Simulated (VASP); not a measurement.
Set up this calculation in VASP 6.6.1, as the native input.

```yaml
Task: single point
Functional: r2SCAN
Potentials_or_basis: VASP PAW PBE potentials, release 64 (Hf_pv)
Cutoff: 520 eV
k_mesh: 15 × 15 × 8
Occupations: gaussian, width 0.1 eV
Spin: no spin polarisation
Dipole_correction: no
Further_INCAR_settings: ALGO = Normal; EDIFF = 1e-06; NBANDS = 17
```

Crystal: Hf.

```
CELL_PARAMETERS angstrom
3.22976 0.00000 0.00000
-1.61488 2.79705 0.00000
0.00000 0.00000 5.09568
ATOMIC_POSITIONS crystal
Hf 0.33333 0.66667 0.25000
Hf 0.66667 0.33333 0.75000
```

This cell differs from its parent crystal: volume scaled by 1.03, then relaxed in part.

The input as run:

POSCAR

```
Hf
1.0
    3.2297601547      0.0000000000      0.0000000000
   -1.6148800773      2.7970543421      0.0000000000
    0.0000000000      0.0000000000      5.0956835157
Hf
2
Direct
    0.3333333333      0.6666666667      0.2500000000
    0.6666666667      0.3333333333      0.7500000000
```

INCAR.step1

```
SYSTEM = Hf
  PREC = Accurate
  ENCUT = 520
  ISMEAR = 0
  SIGMA = 0.1
  LREAL = .False.
  LASPH = .True.
  NELM = 80
  NBANDS = 17
  GGA = PE
  ALGO = Normal
  EDIFF = 1E-4
  LWAVE = .True.
  LCHARG = .False.
```

INCAR.step2

```
SYSTEM = Hf
  PREC = Accurate
  ENCUT = 520
  EDIFF = 1E-6
  ISMEAR = 0
  SIGMA = 0.1
  LREAL = .False.
  LASPH = .True.
  NELM = 80
  ALGO = Normal
  ISIF = 2
  LWAVE = .False.
  LCHARG = .False.
  METAGGA = R2SCAN
  LMIXTAU = .True.
  NBANDS = 17
  ISTART = 1
```

KPOINTS

```
regular mesh
0
Gamma
  15 15 8
  0 0 0
```

Potentials or basis: VASP PAW PBE potentials, release 64 (Hf_pv).

Run with:

```console
$ cat potpaw_PBE.64/Hf_pv/POTCAR > POTCAR
$ cp INCAR.step1 INCAR
$ mpirun -np 1 vasp_std > vasp.out
$ cp INCAR.step2 INCAR
$ mpirun -np 1 vasp_std > vasp.out
```

It gave:

```
Pressure               : -3.7 GPa
Band gap on the k mesh : zero (band 10 reaches 5.96 eV, above the bottom of band 11 at 4.23 eV)
```

Caveat: the PAW data sets were made with another functional, which shifts forces and pressure a little; spin-orbit coupling is left out, which moves the levels of the heavy elements.

Run time: 2.7 min on 1 thread of Intel Xeon 6975P-C, with other jobs on the host, peak memory 0.23 GiB.
